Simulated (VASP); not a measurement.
# PbSe (Clausthalite) (Fm-3m) in VASP: single point with PBE

Aim: the single point of PbSe (Clausthalite) with PBE.

Everything below comes from runs of VASP 6.6.1. Logs are shortened: lines on timing, memory, paths and dates and some standing lists are left out, and cuts for length are marked.

**1. The cell of the first run**

The structure is cubic, space group Fm-3m (No. 225). Conventional cell: a = 6.139 Å, b = 6.139 Å, c = 6.139 Å, α = 90.00°, β = 90.00°, γ = 90.00°. Within 4.0 Å of Pb (site symmetry m-3m) lie 6 Se at 3.07 Å. Within 4.0 Å of Se (site symmetry m-3m) lie 6 Pb at 3.07 Å.

**2. Single point, PBE, non-collinear spin, zero start, spin-orbit coupling**

INCAR reads:

```
ALGO     = Normal         # electronic algorithm
EDIFF    = 1E-7           # SCF threshold, eV
ENCUT    = 520            # plane-wave cutoff, eV
GGA      = PE             # functional
GGA_COMPAT= False        
ISIF     = 2              # what is computed and relaxed
ISMEAR   = -1             # smearing method
LASPH    = True           # aspherical terms in the spheres
LCHARG   = False          # write CHGCAR
LORBIT   = 11             # projections on sites
LORBMOM  = True         
LREAL    = False          # projectors in reciprocal space
LSORBIT  = True           # spin-orbit coupling
LWAVE    = False          # write WAVECAR
MAGMOM   = 0 0 0 0 0 0    # initial moments
NBANDS   = 32             # bands
NELM     = 150            # most SCF steps
PREC     = Accurate       # precision mode
SIGMA    = 0.02           # smearing width, eV
```

KPOINTS reads:

```
k-points
0
Gamma
  8 8 8
```

POSCAR reads:

```
PbSe
1.0
    0.0000000000      3.0696893642      3.0696893642
    3.0696893642      0.0000000000      3.0696893642
    3.0696893642      3.0696893642      0.0000000000
Pb Se
1 1
Direct
    0.0000000000      0.0000000000      0.0000000000
    0.5000000000      0.5000000000      0.5000000000
```

Potentials or basis: VASP PAW PBE potentials, release 64 (Pb_d, Se).

Command:

```bash
$ cat potpaw_PBE.64/Pb_d/POTCAR potpaw_PBE.64/Se/POTCAR > POTCAR
$ mpirun -np 1 vasp_ncl > vasp.out
```

OUTCAR:

```text
EDIFF = 1E-7
   ENCUT = 520
   GGA = PE
   ISIF = 2
   ISMEAR = -1
   LASPH = True
   LORBIT = 11
   LREAL = False
   LSORBIT = True
   NELM = 150
   PREC = Accurate

 ion  position               nearest neighbor table
   1  0.000  0.000  0.000-   2 3.07   2 3.07   2 3.07   2 3.07   2 3.07   2 3.07
   2  0.500  0.500  0.500-   1 3.07   1 3.07   1 3.07   1 3.07   1 3.07   1 3.07

  LATTYP: Found a face centered cubic cell.
 ALAT       =     6.1393787284

  Lattice vectors:

 A1 = (   0.0000000000,   3.0696893642,   3.0696893642)
 A2 = (   3.0696893642,   0.0000000000,   3.0696893642)
 A3 = (   3.0696893642,   3.0696893642,   0.0000000000)

Analysis of symmetry for initial positions (statically):
=====================================================================
 Subroutine PRICEL returns:
 Original cell was already a primitive cell.

 Routine SETGRP: Setting up the symmetry group for a
 face centered cubic supercell.

 Subroutine GETGRP returns: Found 48 space group operations
 (whereof 48 operations were pure point group operations)
 out of a pool of 48 trial point group operations.

The static configuration has the point symmetry O_h .

Analysis of symmetry for dynamics (positions and initial velocities):
=====================================================================
 Subroutine PRICEL returns:
 Original cell was already a primitive cell.

 Routine SETGRP: Setting up the symmetry group for a
 face centered cubic supercell.

 Subroutine GETGRP returns: Found 48 space group operations
 (whereof 48 operations were pure point group operations)
 out of a pool of 48 trial point group operations.

The dynamic configuration has the point symmetry O_h .

Analysis of structural, dynamic, and magnetic symmetry:
=====================================================================
 Subroutine PRICEL returns:
 Original cell was already a primitive cell.

 Routine SETGRP: Setting up the symmetry group for a
 face centered cubic supercell.

 Subroutine GETGRP returns: Found 48 space group operations
 (whereof 48 operations were pure point group operations)
 out of a pool of 48 trial point group operations.

The overall configuration has the point symmetry O_h .

 Subroutine INISYM returns: Found 48 space group operations
 (whereof 48 operations are pure point group operations),
 and found     1 'primitive' translations

----------------------------------------------------------------------------------------

                                     Primitive cell

  volume of cell :      57.8513

  direct lattice vectors                    reciprocal lattice vectors
     0.000000000  3.069689364  3.069689364    -0.162882931  0.162882931  0.162882931
     3.069689364  0.000000000  3.069689364     0.162882931 -0.162882931  0.162882931
     3.069689364  3.069689364  0.000000000     0.162882931  0.162882931 -0.162882931

  length of vectors
     4.341196331  4.341196331  4.341196331     0.282121512  0.282121512  0.282121512

  position of ions in fractional coordinates (direct lattice)
     0.000000000  0.000000000  0.000000000
     0.500000000  0.500000000  0.500000000

  ion indices of the primitive-cell ions
   primitive index   ion index
                 1           1
                 2           2

----------------------------------------------------------------------------------------

 KPOINTS: k-points

Automatic generation of k-mesh.
 Grid dimensions read from file:
 generate k-points for:    8    8    8

 Generating k-lattice:

  Cartesian coordinates                     Fractional coordinates (reciprocal lattice)
    -0.020360366  0.020360366  0.020360366     0.125000000  0.000000000  0.000000000
     0.020360366 -0.020360366  0.020360366     0.000000000  0.125000000  0.000000000
     0.020360366  0.020360366 -0.020360366     0.000000000  0.000000000  0.125000000
[... 88 lines left out ...]
  energy-cutoff  :      520.00
  volume of cell :       57.85
 maximum number of plane-waves:      3176
   NGX = 17   NGY = 17   NGZ = 17

 number of electron      20.0000000 magnetization       0.0000000      0.0000000      0.0000000

 number of electron      19.9999997 magnetization      -0.0000000      0.0000000     -0.0000000

 number of electron      19.9999997 magnetization       0.0000000     -0.0000000      0.0000000

 Free energy of the ion-electron system (eV)
  ---------------------------------------------------
  ext. energy  EPLUGINS =         0.00000000
  ---------------------------------------------------
  free energy    TOTEN  =        -8.60851597 eV

  energy without entropy =       -8.60824572  energy(sigma->0) =       -8.60838084

 E-fermi :   4.9085     XC(G=0):  -9.4872

 val. band max:        4.8746620133   @ k =   0.5000   0.0000   0.0000
 cond. band min:       4.9422982651   @ k =   0.5000   0.0000   0.0000
 fundamental gap:      0.0676362517
 Fermi energy:         4.9084801397

 k-point     1 :       0.0000    0.0000    0.0000
  band No.  band energies     occupation
      1     -13.3197      1.00000
      2     -13.3197      1.00000
      3     -13.3197      1.00000
      4     -13.3197      1.00000
      5     -10.7667      1.00000
      6     -10.7667      1.00000
[... 829 lines left out ...]
     31      15.7811      0.00000
     32      15.7969      0.00000

 [... further k-points ...]
[... 5 lines left out ...]
  --------------------------------------------------------------------------------------
  -------------------------------------------------------------------------------------
  Total        0.5851680      0.5851680      0.5851680      0.0000000      0.0000000     -0.0000000
  in kB       16.2060768     16.2060768     16.2060768      0.0000000      0.0000000     -0.0000000
  external PRESSURE =      16.2060768 kB  Pullay stress =       0.0000000 kB

 VOLUME and BASIS-vectors are now :
 -----------------------------------------------------------------------------
  energy-cutoff  :      520.00
  volume of cell :       57.85
      direct lattice vectors                 reciprocal lattice vectors
     0.000000000  3.069689364  3.069689364    -0.162882931  0.162882931  0.162882931
     3.069689364  0.000000000  3.069689364     0.162882931 -0.162882931  0.162882931
     3.069689364  3.069689364  0.000000000     0.162882931  0.162882931 -0.162882931

 POSITION                                       TOTAL-FORCE (eV/Angst)
 -----------------------------------------------------------------------------------
      0.00000      0.00000      0.00000        -0.000000      0.000000      0.000000
      3.06969      3.06969      3.06969         0.000000     -0.000000     -0.000000
 -----------------------------------------------------------------------------------
    total drift:                                0.000000     -0.000000     -0.000000

  FREE ENERGIE OF THE ION-ELECTRON SYSTEM (eV)
  ---------------------------------------------------
  free  energy   TOTEN  =        -8.6085159681 eV

  energy  without entropy=       -8.6082457199  energy(sigma->0) =       -8.60838084

 orbital moment (x)

 # of ion     p       d       tot
 ----------------------------------------
  1         0.000   0.000   0.000
  2         0.000   0.000   0.000
 ----------------------------------------
            0.000   0.000   0.000

 orbital moment (y)

 # of ion     p       d       tot
 ----------------------------------------
  1        -0.000  -0.000  -0.000
  2        -0.000  -0.000  -0.000
 ----------------------------------------
           -0.000  -0.000  -0.000

 orbital moment (z)

 # of ion     p       d       tot
 ----------------------------------------
  1        -0.000  -0.000  -0.000
  2         0.000   0.000   0.000
 ----------------------------------------
           -0.000  -0.000  -0.000

 Spin-Orbit-Coupling matrix elements

 Ion:    1  E_soc:     -0.8453481
 l=   1
     0.0000000    -0.0739286    -0.0739286
    -0.0739286     0.0000000    -0.0739286
    -0.0739286    -0.0739286     0.0000000
 l=   2
     0.0000000    -0.0134463     0.0000000    -0.0134463    -0.0535164
    -0.0134463     0.0000000    -0.0401373    -0.0134463    -0.0133791
     0.0000000    -0.0401373     0.0000000    -0.0401373     0.0000000
    -0.0134463    -0.0134463    -0.0401373     0.0000000    -0.0133791
    -0.0535164    -0.0133791     0.0000000    -0.0133791     0.0000000
 l=   3
     0.0000000     0.0000000     0.0000000     0.0000000     0.0000000     0.0000000     0.0000000
     0.0000000     0.0000000     0.0000000     0.0000000     0.0000000     0.0000000     0.0000000
     0.0000000     0.0000000     0.0000000     0.0000000     0.0000000     0.0000000     0.0000000
     0.0000000     0.0000000     0.0000000     0.0000000     0.0000000     0.0000000     0.0000000
     0.0000000     0.0000000     0.0000000     0.0000000     0.0000000     0.0000000     0.0000000
     0.0000000     0.0000000     0.0000000     0.0000000     0.0000000     0.0000000     0.0000000
     0.0000000     0.0000000     0.0000000     0.0000000     0.0000000     0.0000000     0.0000000

 Ion:    2  E_soc:     -0.0490090
 l=   1
     0.0000000    -0.0081846    -0.0081846
    -0.0081846     0.0000000    -0.0081846
    -0.0081846    -0.0081846     0.0000000
 l=   2
     0.0000000    -0.0000021     0.0000000    -0.0000021     0.0000186
    -0.0000021     0.0000000     0.0000140    -0.0000021     0.0000047
     0.0000000     0.0000140     0.0000000     0.0000140     0.0000000
    -0.0000021    -0.0000021     0.0000140     0.0000000     0.0000047
     0.0000186     0.0000047     0.0000000     0.0000047     0.0000000
 l=   3
     0.0000000     0.0000000     0.0000000     0.0000000     0.0000000     0.0000000     0.0000000
     0.0000000     0.0000000     0.0000000     0.0000000     0.0000000     0.0000000     0.0000000
     0.0000000     0.0000000     0.0000000     0.0000000     0.0000000     0.0000000     0.0000000
     0.0000000     0.0000000     0.0000000     0.0000000     0.0000000     0.0000000     0.0000000
     0.0000000     0.0000000     0.0000000     0.0000000     0.0000000     0.0000000     0.0000000
     0.0000000     0.0000000     0.0000000     0.0000000     0.0000000     0.0000000     0.0000000
     0.0000000     0.0000000     0.0000000     0.0000000     0.0000000     0.0000000     0.0000000

 total charge

# of ion       s       p       d       tot
------------------------------------------
    1        1.465   0.557   9.841  11.864
    2        1.471   2.317   0.017   3.805
--------------------------------------------------
tot          2.936   2.874   9.859  15.669

 magnetization (x)

# of ion       s       p       d       tot
------------------------------------------
    1        0.000   0.000  -0.000   0.000
    2        0.000   0.000   0.000   0.000
--------------------------------------------------
tot          0.000   0.000  -0.000   0.000

 magnetization (y)

# of ion       s       p       d       tot
------------------------------------------
    1        0.000   0.000   0.000   0.000
    2       -0.000  -0.000   0.000  -0.000
--------------------------------------------------
tot         -0.000  -0.000   0.000  -0.000

 magnetization (z)

# of ion       s       p       d       tot
------------------------------------------
    1        0.000   0.000  -0.000  -0.000
    2       -0.000   0.000  -0.000  -0.000
--------------------------------------------------
tot         -0.000   0.000  -0.000  -0.000
```

Run time: 61 s. Hardware: 1 thread of Intel Xeon Platinum 8488C (Sapphire Rapids), shared host; peak memory 0.35 GiB.

Results:

```
Free energy                                           : -8.6085 eV
Pressure                                              : 1.6 GPa
Net moment                                            : 0.00 μB per cell
Valence electrons inside the program's atomic spheres : Pb 11.86; Se 3.81
```

Moments on the atoms (μB; x, y, z):
```
Pb  0.00 0.00 0.00
Se  0.00 0.00 0.00
```
